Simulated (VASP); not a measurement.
# Au (Im-3m) in VASP: single point with PBEsol

Aim: the single point of Au with PBEsol.

All numbers are computed with VASP 6.6.1; they aren't measurements. Logs are shortened: lines on timing, memory, paths and dates and some standing lists are left out, and cuts for length are marked.

## 1. The cell of the first run

Symmetry: Im-3m, No. 229, cubic system. The conventional cell has a = 3.242 Å, b = 3.242 Å, c = 3.242 Å, α = 90.00°, β = 90.00°, γ = 90.00°. Au (site symmetry m-3m) has 14 Au at 2.81 to 3.24 Å within 3.7 Å.

## 2. Single point, PBEsol

Contents of INCAR:

```
SYSTEM = Au
PREC = Accurate
ENCUT = 500
EDIFF = 1E-6
ISMEAR = 0
SIGMA = 0.1
LREAL = .False.
LASPH = .True.
NELM = 120
ALGO = Normal
ISIF = 2
LWAVE = .False.
LCHARG = .False.
GGA = PS
NBANDS = 12
GGA_COMPAT = .False.
```

Contents of KPOINTS:

```
regular mesh
0
Gamma
  28 28 28
  0 0 0
```

Contents of POSCAR:

```
Au
1.0
   -1.6210845928      1.6210845928      1.6210845928
    1.6210845928     -1.6210845928      1.6210845928
    1.6210845928      1.6210845928     -1.6210845928
Au
1
Direct
    0.0000000000      0.0000000000      0.0000000000
```

Potentials or basis: VASP PAW PBE potentials, release 64 (Au).

The run is started by

```console
> cat potpaw_PBE.64/Au/POTCAR > POTCAR
> mpirun -np 1 vasp_std > vasp.out
```

OUTCAR:

```text
SYSTEM = Au
   PREC = Accurate
   ENCUT = 500
   EDIFF = 1E-6
   ISMEAR = 0
   LREAL = .False.
   LASPH = .True.
   NELM = 120
   ISIF = 2
   GGA = PS

 ion  position               nearest neighbor table
   1  0.000  0.000  0.000-

  LATTYP: Found a body centered cubic cell.
 ALAT       =     3.2421691856

  Lattice vectors:

 A1 = (  -1.6210845928,   1.6210845928,   1.6210845928)
 A2 = (   1.6210845928,  -1.6210845928,   1.6210845928)
 A3 = (   1.6210845928,   1.6210845928,  -1.6210845928)

Analysis of symmetry for initial positions (statically):
=====================================================================
 Subroutine PRICEL returns:
 Original cell was already a primitive cell.

 Routine SETGRP: Setting up the symmetry group for a
 body centered cubic supercell.

 Subroutine GETGRP returns: Found 48 space group operations
 (whereof 48 operations were pure point group operations)
 out of a pool of 48 trial point group operations.

The static configuration has the point symmetry O_h .

Analysis of symmetry for dynamics (positions and initial velocities):
=====================================================================
 Subroutine PRICEL returns:
 Original cell was already a primitive cell.

 Routine SETGRP: Setting up the symmetry group for a
 body centered cubic supercell.

 Subroutine GETGRP returns: Found 48 space group operations
 (whereof 48 operations were pure point group operations)
 out of a pool of 48 trial point group operations.

The dynamic configuration has the point symmetry O_h .

 Subroutine INISYM returns: Found 48 space group operations
 (whereof 48 operations are pure point group operations),
 and found     1 'primitive' translations

----------------------------------------------------------------------------------------

                                     Primitive cell

  volume of cell :      17.0403

  direct lattice vectors                    reciprocal lattice vectors
    -1.621084593  1.621084593  1.621084593     0.000000000  0.308435477  0.308435477
     1.621084593 -1.621084593  1.621084593     0.308435477  0.000000000  0.308435477
     1.621084593  1.621084593 -1.621084593     0.308435477  0.308435477  0.000000000

  length of vectors
     2.807800878  2.807800878  2.807800878     0.436193635  0.436193635  0.436193635

  position of ions in fractional coordinates (direct lattice)
     0.000000000  0.000000000  0.000000000

  ion indices of the primitive-cell ions
[... 75 lines left out ...]
   LREAL  =      F    real-space projection
   EDIFFG = 0.1E-04   stopping-criterion for IOM
   NSW    =      0    number of steps for IOM
   IBRION =     -1    ionic relax: 0-MD 1-quasi-New 2-CG
   NFREE  =      0    steps in history (QN), initial steepest desc. (CG)
   ISIF   =      2    stress and relaxation
   ISYM   =      2    0-nonsym 1-usesym 2-fastsym
   POTIM  = 0.5000    time-step for ionic-motion
   TEBEG  =    0.0;   TEEND  =   0.0 temperature during run
   PSTRESS=    0.0 pullay stress
   NELECT =      11.0000    total number of electrons
   NUPDOWN=      -1.0000    fix difference up-down
   EMIN   =  10.00;   EMAX   =-10.00  energy-range for DOS
   EFERMI =   0.00;   METHOD = LEGACY
   ISMEAR =     0;   SIGMA  =   0.10  broadening in eV -4-tet -1-fermi 0-gaus
   EFERMI_NEDOS =   21; number of points for ismear=-14 and -15
   IALGO  =     38    algorithm
   IMIX   =      4    mixing-type and parameters
     AMIX     =   0.40;   BMIX     =  1.00
     AMIX_MAG =   1.60;   BMIX_MAG =  1.00
  volume/ion in A,a.u.               =      17.04       114.99
  Fermi-wavevector in a.u.,A,eV,Ry     =   1.414860  2.673697 27.236524  2.001828
  Thomas-Fermi vector in A             =   2.536358
   LORBIT       =      0    0 simple, 1 ext, 2 COOP (PROOUT), +10 PAW based schemes
   GGA     = PS    functional components
   LHFCALC =     F    Hartree Fock is set to
   AEXX    =    0.0000 exact exchange contribution
   IVDW    =     0    specifies the selected vdW correction
   LEPSILON=     F    determine dielectric tensor
   LRPA    =     F    only Hartree local field effects (RPA)
 non-spin polarized calculation
 Gauss-broadening in eV      SIGMA  =   0.10
  energy-cutoff  :      500.00
  volume of cell :       17.04
 maximum number of plane-waves:       456
   NGX = 11   NGY = 11   NGZ = 11

 number of electron      11.0000003 magnetization

 Free energy of the ion-electron system (eV)
  ---------------------------------------------------
  ext. energy  EPLUGINS =         0.00000000
  ---------------------------------------------------
  free energy    TOTEN  =        -3.90380215 eV

  energy without entropy =       -3.90286975  energy(sigma->0) =       -3.90333595

 E-fermi :   9.2582     XC(G=0): -12.8874

 val. band max:        9.2368587390   @ k =  -0.4286   0.4286   0.1429
 cond. band min:       9.2647436222   @ k =   0.3929   0.0714   0.0357
 fundamental gap:      0.0278848832
 Fermi energy:         9.2581908867

 k-point     1 :       0.0000    0.0000    0.0000
  band No.  band energies     occupation
      1      -0.6306      2.00000
      2       4.4209      2.00000
      3       4.4209      2.00000
      4       4.4209      2.00000
      5       6.3734      2.00000
      6       6.3734      2.00000
      7      25.7793      0.00000
      8      25.7793      0.00000
      9      25.7793      0.00000
     10      33.5989      0.00000
     11      33.5989      0.00000
     12      33.5989      0.00000
[... 331 lines left out ...]
 k-point    24 :       0.3214    0.0357    0.0000
  band No.  band energies     occupation
      1       1.9717      2.00000
      2       3.5635      2.00000
      3       5.3906      2.00000
      4       6.1791      2.00000
      5       6.5324      2.00000
      6       6.9961      2.00000
      7      17.6313      0.00000
      8      22.7742      0.00000
      9      25.1338      0.00000
     10      29.8918      0.00000
     11      30.4714      0.00000
     12      32.9878      0.00000

 [... further k-points ...]
[... 5 lines left out ...]
  --------------------------------------------------------------------------------------
  -------------------------------------------------------------------------------------
  Total       -0.0124685     -0.0124685     -0.0124685      0.0000000      0.0000000     -0.0000000
  in kB       -1.1723237     -1.1723237     -1.1723237      0.0000000      0.0000000     -0.0000000
  external PRESSURE =      -1.1723237 kB  Pullay stress =       0.0000000 kB

 VOLUME and BASIS-vectors are now :
 -----------------------------------------------------------------------------
  energy-cutoff  :      500.00
  volume of cell :       17.04
      direct lattice vectors                 reciprocal lattice vectors
    -1.621084593  1.621084593  1.621084593     0.000000000  0.308435477  0.308435477
     1.621084593 -1.621084593  1.621084593     0.308435477  0.000000000  0.308435477
     1.621084593  1.621084593 -1.621084593     0.308435477  0.308435477  0.000000000

 POSITION                                       TOTAL-FORCE (eV/Angst)
 -----------------------------------------------------------------------------------
      0.00000      0.00000      0.00000        -0.000000      0.000000      0.000000
 -----------------------------------------------------------------------------------
    total drift:                                0.000000     -0.000000      0.000000

  FREE ENERGIE OF THE ION-ELECTRON SYSTEM (eV)
  ---------------------------------------------------
  free  energy   TOTEN  =        -3.9038021509 eV

  energy  without entropy=       -3.9028697503  energy(sigma->0) =       -3.90333595
```

OSZICAR:

```text
N       E                     dE             d eps       ncg     rms          rms(c)
DAV:   1     0.468237217130E+02    0.46824E+02   -0.54387E+03 15768   0.788E+02
DAV:   2    -0.359234068208E+01   -0.50416E+02   -0.47697E+02 17848   0.183E+02
DAV:   3    -0.425226893239E+01   -0.65993E+00   -0.65914E+00 17752   0.201E+01
DAV:   4    -0.425440459345E+01   -0.21357E-02   -0.21356E-02 17200   0.132E+00
DAV:   5    -0.425441967470E+01   -0.15081E-04   -0.15081E-04 17744   0.105E-01    0.928E+00
DAV:   6    -0.392990256354E+01    0.32452E+00   -0.90261E-01 16288   0.751E+00    0.578E+00
DAV:   7    -0.390693810034E+01    0.22964E-01   -0.71443E-02 17544   0.210E+00    0.287E+00
DAV:   8    -0.390381497591E+01    0.31231E-02   -0.14854E-03 16784   0.357E-01    0.295E-01
DAV:   9    -0.390379894950E+01    0.16026E-04   -0.95046E-06 16692   0.258E-02    0.104E-02
DAV:  10    -0.390380215542E+01   -0.32059E-05   -0.11576E-06 16812   0.870E-03    0.235E-03
DAV:  11    -0.390380215089E+01    0.45321E-08   -0.54297E-08  8588   0.191E-03
   1 F= -.39038022E+01 E0= -.39033360E+01  d E =-.932401E-03
```

It took 2.2 min on 1 thread of AMD EPYC 7R13, shared host; peak memory 0.19 GiB.

What came out:

| Property | Result |
| --- | --- |
| Free energy | -3.9038 eV |
| Pressure | -0.1 GPa |

Levels at points of the mesh, in eV from the Fermi level:
```tsv
k point	band 1	band 2	band 3	band 4	band 5	band 6	band 7	band 8	band 9	band 10
(0.00, 0.00, 0.00)	-9.89	-4.84	-4.84	-4.84	-2.88	-2.88	16.52	16.52	16.52	24.34
(0.50, 0.00, 0.00)	-7.24	-5.94	-3.03	-2.68	-1.33	-0.67	3.59	12.37	13.91	21.86
(0.50, 0.50, 0.50)	-6.81	-6.81	-1.72	-1.72	-1.72	6.28	6.28	6.28	9.73	16.03
```

Caveat: the PAW data sets were made with another functional, which shifts forces and pressure a little; spin-orbit coupling is left out, which moves the levels of the heavy elements.
